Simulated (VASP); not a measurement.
# Pd (Fm-3m) in VASP: a series of runs

The runs below take Pd through single point, with PBE+D4, PBEsol+D3(BJ).

All numbers are computed with VASP 6.6.1; they aren't measurements. Logs are shortened: lines on timing, memory, paths and dates and some standing lists are left out, and cuts for length are marked.

**1. The cell of the first run**

The structure is cubic, space group Fm-3m (No. 225). The conventional cell has a = 3.867 Å, b = 3.867 Å, c = 3.867 Å, α = 90.00°, β = 90.00°, γ = 90.00°. Pd (site symmetry m-3m) has 12 Pd at 2.73 Å within 3.6 Å.

**2. Single point, PBE+D4**

INCAR

```
ALGO     = Fast           # electronic algorithm
EDIFF    = 1E-7           # SCF threshold, eV
ENCUT    = 520            # plane-wave cutoff, eV
GGA      = PE             # functional
ISIF     = 2              # what is computed and relaxed
ISMEAR   = -1             # smearing method
IVDW     = 13             # dispersion correction
LASPH    = True           # aspherical terms in the spheres
LCHARG   = False          # write CHGCAR
LREAL    = False          # projectors in reciprocal space
LWAVE    = False          # write WAVECAR
NBANDS   = 11             # bands
NELM     = 100            # most SCF steps
PREC     = Accurate       # precision mode
SIGMA    = 0.05           # smearing width, eV
```

KPOINTS

```
k-points
0
Gamma
  12 12 12
```

POSCAR

```
Pd
1.0
    0.0000000000      1.9334358480      1.9334358480
    1.9334358480      0.0000000000      1.9334358480
    1.9334358480      1.9334358480      0.0000000000
Pd
1
Direct
    0.0000000000      0.0000000000      0.0000000000
```

Potentials or basis: VASP PAW PBE potentials, release 64 (Pd).

Launch:

```sh
> cat potpaw_PBE.64/Pd/POTCAR > POTCAR
> mpirun -np 1 vasp_std > vasp.out
```

OUTCAR:

```text
EDIFF = 1E-7
   ENCUT = 520
   GGA = PE
   ISIF = 2
   ISMEAR = -1
   IVDW = 13
   LASPH = True
   LREAL = False
   NELM = 100
   PREC = Accurate

 ion  position               nearest neighbor table
   1  0.000  0.000  0.000-

  LATTYP: Found a face centered cubic cell.
 ALAT       =     3.8668716960

  Lattice vectors:

 A1 = (   0.0000000000,   1.9334358480,   1.9334358480)
 A2 = (   1.9334358480,   0.0000000000,   1.9334358480)
 A3 = (   1.9334358480,   1.9334358480,   0.0000000000)

Analysis of symmetry for initial positions (statically):
[... 33 lines left out ...]
                                     Primitive cell

  volume of cell :      14.4550

  direct lattice vectors                    reciprocal lattice vectors
     0.000000000  1.933435848  1.933435848    -0.258606977  0.258606977  0.258606977
     1.933435848  0.000000000  1.933435848     0.258606977 -0.258606977  0.258606977
     1.933435848  1.933435848  0.000000000     0.258606977  0.258606977 -0.258606977

  length of vectors
     2.734291198  2.734291198  2.734291198     0.447920423  0.447920423  0.447920423

  position of ions in fractional coordinates (direct lattice)
     0.000000000  0.000000000  0.000000000

  ion indices of the primitive-cell ions
   primitive index   ion index
                 1           1

----------------------------------------------------------------------------------------

 KPOINTS: k-points

Automatic generation of k-mesh.
 Grid dimensions read from file:
 generate k-points for:   12   12   12

 Generating k-lattice:

  Cartesian coordinates                     Fractional coordinates (reciprocal lattice)
    -0.021550581  0.021550581  0.021550581     0.083333333  0.000000000  0.000000000
     0.021550581 -0.021550581  0.021550581     0.000000000  0.083333333  0.000000000
     0.021550581  0.021550581 -0.021550581     0.000000000  0.000000000  0.083333333

  Length of vectors
     0.037326702  0.037326702  0.037326702

  Shift w.r.t. Gamma in fractional coordinates (k-lattice)
     0.000000000  0.000000000  0.000000000

 Subroutine IBZKPT returns following result:
 ===========================================

 Found     72 irreducible k-points:

 Following reciprocal coordinates:
            Coordinates               Weight
  0.000000  0.000000  0.000000      1.000000
  0.083333  0.000000  0.000000      8.000000
  0.166667  0.000000  0.000000      8.000000
  0.250000  0.000000  0.000000      8.000000
  0.333333  0.000000  0.000000      8.000000
  0.416667  0.000000  0.000000      8.000000
[... 16 lines left out ...]
  0.500000  0.166667  0.000000     24.000000
 -0.416667  0.166667  0.000000     24.000000
 [... further k-points ...]
   k-points           NKPTS =     72   k-points in BZ     NKDIM =     72   number of bands    NBANDS=     11
   number of dos      NEDOS =    301   number of ions     NIONS =      1
   total plane-waves  NPLWV =   8000
   dimension x,y,z NGX =    20 NGY =   20 NGZ =   20
   dimension x,y,z NGXF=    40 NGYF=   40 NGZF=   40
   ions per type =               1
   NGX,Y,Z   is equivalent  to a cutoff of  12.16, 12.16, 12.16 a.u.
   NGXF,Y,Z  is equivalent  to a cutoff of  24.32, 24.32, 24.32 a.u.
 SYSTEM =  unknown system
   PREC   = accura    normal or accurate (medium, high low for compatibility)
   ISTART =      0    job   : 0-new  1-cont  2-samecut
   ICHARG =      2    charge: 1-file 2-atom 10-const
   ISPIN  =      1    spin polarized calculation?
   LNONCOLLINEAR =      F non collinear calculations
   LSORBIT =      F    spin-orbit coupling
   LASPH  =      T    aspherical Exc in radial PAW
   ENCUT  =  520.0 eV  38.22 Ry    6.18 a.u.   5.08  5.08  5.08*2*pi/ulx,y,z
   NELM   =    100;   NELMIN=  2; NELMDL= -5     # of ELM steps
   EDIFF  = 0.1E-06   stopping-criterion for ELM
   LREAL  =      F    real-space projection
   EDIFFG = 0.1E-05   stopping-criterion for IOM
   NSW    =      0    number of steps for IOM
   IBRION =     -1    ionic relax: 0-MD 1-quasi-New 2-CG
   NFREE  =      0    steps in history (QN), initial steepest desc. (CG)
   ISIF   =      2    stress and relaxation
   ISYM   =      2    0-nonsym 1-usesym 2-fastsym
   POTIM  = 0.5000    time-step for ionic-motion
   TEBEG  =    0.0;   TEEND  =   0.0 temperature during run
   PSTRESS=    0.0 pullay stress
   NELECT =      10.0000    total number of electrons
   NUPDOWN=      -1.0000    fix difference up-down
   EMIN   =  10.00;   EMAX   =-10.00  energy-range for DOS
   EFERMI =   0.00;   METHOD = LEGACY
   ISMEAR =    -1;   SIGMA  =   0.05  broadening in eV -4-tet -1-fermi 0-gaus
   EFERMI_NEDOS =   21; number of points for ismear=-14 and -15
   IALGO  =     68    algorithm
   IMIX   =      4    mixing-type and parameters
     AMIX     =   0.40;   BMIX     =  1.00
     AMIX_MAG =   1.60;   BMIX_MAG =  1.00
  volume/ion in A,a.u.               =      14.46        97.55
  Fermi-wavevector in a.u.,A,eV,Ry     =   1.447888  2.736112 28.522990  2.096381
  Thomas-Fermi vector in A             =   2.565792
   LORBIT       =      0    0 simple, 1 ext, 2 COOP (PROOUT), +10 PAW based schemes
   GGA     = PE    functional components
   LHFCALC =     F    Hartree Fock is set to
   AEXX    =    0.0000 exact exchange contribution
   IVDW    =    13    specifies the selected vdW correction
   LEPSILON=     F    determine dielectric tensor
   LRPA    =     F    only Hartree local field effects (RPA)
 non-spin polarized calculation
 RMM-DIIS sequential band-by-band and
  energy-cutoff  :      520.00
  volume of cell :       14.46
 maximum number of plane-waves:       399
   NGX = 11   NGY = 11   NGZ = 11

 number of electron      10.0000003 magnetization

 Free energy of the ion-electron system (eV)
  ---------------------------------------------------
  ext. energy  EPLUGINS =         0.00000000
  ---------------------------------------------------
  free energy    TOTEN  =        -5.20331139 eV

  energy without entropy =       -5.18415609  energy(sigma->0) =       -5.19373374

 E-fermi :  10.0936     XC(G=0): -13.3144

 val. band max:       10.0904266413   @ k =  -0.4167   0.4167   0.1667
 cond. band min:      10.0969054235   @ k =  -0.3333   0.4167   0.0833
 fundamental gap:      0.0064787823
 Fermi energy:        10.0935920634

 k-point     1 :       0.0000    0.0000    0.0000
  band No.  band energies     occupation
      1       2.8308      2.00000
      2       7.1828      2.00000
      3       7.1828      2.00000
      4       7.1828      2.00000
      5       8.8473      2.00000
      6       8.8473      2.00000
      7      27.3288      0.00000
      8      32.2239      0.00000
      9      32.2239      0.00000
     10      32.2239      0.00000
     11      37.4979      0.00000

 k-point     2 :       0.0833    0.0000    0.0000
  band No.  band energies     occupation
      1       3.0855      2.00000
      2       7.0938      2.00000
      3       7.2702      2.00000
      4       7.2702      2.00000
      5       8.8067      2.00000
      6       8.8067      2.00000
      7      27.5967      0.00000
      8      30.7268      0.00000
      9      32.5252      0.00000
     10      32.5252      0.00000
     11      38.2076      0.00000

 k-point     3 :       0.1667    0.0000    0.0000
  band No.  band energies     occupation
      1       3.7729      2.00000
      2       6.9411      2.00000
      3       7.4471      2.00000
      4       7.4471      2.00000
      5       8.7792      2.00000
      6       8.7792      2.00000
      7      27.5228      0.00000
      8      28.6842      0.00000
      9      33.3160      0.00000
     10      33.3160      0.00000
     11      36.7233      0.00000

 k-point     4 :       0.2500    0.0000    0.0000
  band No.  band energies     occupation
      1       4.5308      2.00000
      2       7.1571      2.00000
      3       7.4838      2.00000
      4       7.4838      2.00000
      5       9.0003      2.00000
      6       9.0003      2.00000
      7      24.8270      0.00000
      8      28.4224      0.00000
      9      34.0418      0.00000
     10      34.0418      0.00000
     11      36.2433      0.00000

 k-point     5 :       0.3333    0.0000    0.0000
  band No.  band energies     occupation
      1       4.7806      2.00000
      2       7.3427      2.00000
      3       7.3427      2.00000
      4       8.3331      2.00000
      5       9.4691      1.99999
      6       9.4691      1.99999
      7      21.7595      0.00000
      8      27.6605      0.00000
      9      33.1969      0.00000
     10      33.1969      0.00000
     11      36.7728      0.00000

 k-point     6 :       0.4167    0.0000    0.0000
  band No.  band energies     occupation
      1       4.7140      2.00000
      2       7.1924      2.00000
      3       7.1924      2.00000
      4       9.9107      1.94969
      5       9.9107      1.94969
      6      10.0764      1.16985
      7      18.9720      0.00000
      8      26.9549      0.00000
      9      31.9274      0.00000
     10      31.9274      0.00000
     11      37.5169      0.00000

 k-point     7 :       0.5000    0.0000    0.0000
  band No.  band energies     occupation
      1       4.6645      2.00000
      2       7.1331      2.00000
      3       7.1331      2.00000
      4      10.0892      1.04388
      5      10.0892      1.04388
      6      11.0997      0.00000
      7      17.6070      0.00000
      8      26.6946      0.00000
      9      31.4339      0.00000
     10      31.4339      0.00000
     11      37.8310      0.00000

 k-point     8 :       0.0833    0.0833    0.0000
  band No.  band energies     occupation
      1       3.1707      2.00000
      2       6.9942      2.00000
      3       7.3397      2.00000
      4       7.3397      2.00000
      5       8.6542      2.00000
      6       8.9222      2.00000
      7      27.7147      0.00000
      8      31.1487      0.00000
      9      32.0195      0.00000
     10      32.0195      0.00000
     11      36.2970      0.00000
[... 141 lines left out ...]
 k-point    19 :       0.1667    0.1667    0.0000
  band No.  band energies     occupation
      1       4.0890      2.00000
      2       6.5087      2.00000
      3       7.7969      2.00000
      4       7.7969      2.00000
      5       8.2268      2.00000
      6       9.1312      2.00000
      7      28.7213      0.00000
      8      29.7542      0.00000
      9      30.8142      0.00000
     10      30.8142      0.00000
     11      36.4705      0.00000

 k-point    20 :       0.2500    0.1667    0.0000
  band No.  band energies     occupation
      1       4.7427      2.00000
      2       6.2612      2.00000
      3       7.7134      2.00000
      4       8.0392      2.00000
      5       8.5862      2.00000
      6       9.3205      2.00000
      7      27.3855      0.00000
      8      29.1462      0.00000
      9      29.9505      0.00000
     10      31.1944      0.00000
     11      36.0896      0.00000

 k-point    21 :       0.3333    0.1667    0.0000
  band No.  band energies     occupation
      1       5.2527      2.00000
      2       6.3591      2.00000
      3       7.3696      2.00000
      4       8.0527      2.00000
      5       9.6856      1.99943
      6       9.6998      1.99924
      7      24.2852      0.00000
      8      28.4911      0.00000
      9      29.2692      0.00000
     10      31.4440      0.00000
     11      36.7225      0.00000

 k-point    22 :       0.4167    0.1667    0.0000
  band No.  band energies     occupation
      1       5.2752      2.00000
      2       6.7435      2.00000
      3       7.3689      2.00000
      4       7.9088      2.00000
      5      10.0435      1.46306
      6      11.3313      0.00000
      7      21.0951      0.00000
      8      27.4940      0.00000
      9      28.9170      0.00000
     10      30.6858      0.00000
     11      38.7121      0.00000

 k-point    23 :       0.5000    0.1667    0.0000
  band No.  band energies     occupation
      1       5.2355      2.00000
      2       6.6818      2.00000
      3       7.7579      2.00000
      4       7.9107      2.00000
      5      10.1337      0.61927
      6      13.2272      0.00000
      7      18.3705      0.00000
      8      26.6582      0.00000
      9      29.1796      0.00000
     10      29.6797      0.00000
     11      38.6729      0.00000

 k-point    24 :      -0.4167    0.1667    0.0000
  band No.  band energies     occupation
      1       5.2895      2.00000
      2       6.6894      2.00000
      3       7.6863      2.00000
      4       8.1194      2.00000
      5       9.8546      1.98334
      6      13.7838      0.00000
      7      17.8671      0.00000
      8      26.1069      0.00000
      9      29.1428      0.00000
     10      30.2511      0.00000
     11      38.2257      0.00000

 [... further k-points ...]

------------------------ aborting loop because EDIFF is reached ----------------------------------------

  DFT-D4 for vdW energy calculation

  Edisp (eV):   -0.50200

  FORCE on cell =-STRESS in cart. coord.  units (eV):
  Direction    XX          YY          ZZ          XY          YZ          ZX
  --------------------------------------------------------------------------------------
  -------------------------------------------------------------------------------------
  Total       0.51503     0.51503     0.51503    -0.00000    -0.00000     0.00000
  in kB      57.08549    57.08549    57.08549    -0.00000    -0.00000     0.00000
  external pressure =       57.09 kB  Pullay stress =        0.00 kB

 VOLUME and BASIS-vectors are now :
 -----------------------------------------------------------------------------
  energy-cutoff  :      520.00
  volume of cell :       14.46
      direct lattice vectors                 reciprocal lattice vectors
     0.000000000  1.933435848  1.933435848    -0.258606977  0.258606977  0.258606977
     1.933435848  0.000000000  1.933435848     0.258606977 -0.258606977  0.258606977
     1.933435848  1.933435848  0.000000000     0.258606977  0.258606977 -0.258606977

 POSITION                                       TOTAL-FORCE (eV/Angst)
 -----------------------------------------------------------------------------------
      0.00000      0.00000      0.00000        -0.000000      0.000000     -0.000000
 -----------------------------------------------------------------------------------
    total drift:                               -0.000000     -0.000000     -0.000000

  FREE ENERGIE OF THE ION-ELECTRON SYSTEM (eV)
  ---------------------------------------------------
  free  energy   TOTEN  =        -5.7053104146 eV

  energy  without entropy=       -5.6861551086  energy(sigma->0) =       -5.69573276
```

Wall time 9.7 s (1 thread of AMD EPYC 7R13 (Zen 3), shared host); peak memory 0.1 GiB.

Results:

| Item | Value |
| --- | --- |
| Free energy | -5.7053 eV |
| Pressure | 5.7 GPa |
| Band gap on the k mesh | zero (band 5 reaches 10.42 eV, above the bottom of band 6 at 8.78 eV) |
| Dispersion energy per atom | -0.502 eV |

Caveat: pairwise dispersion overbinds metals, which lowers pressure and volume.

(Continued in part 2 of 2.)
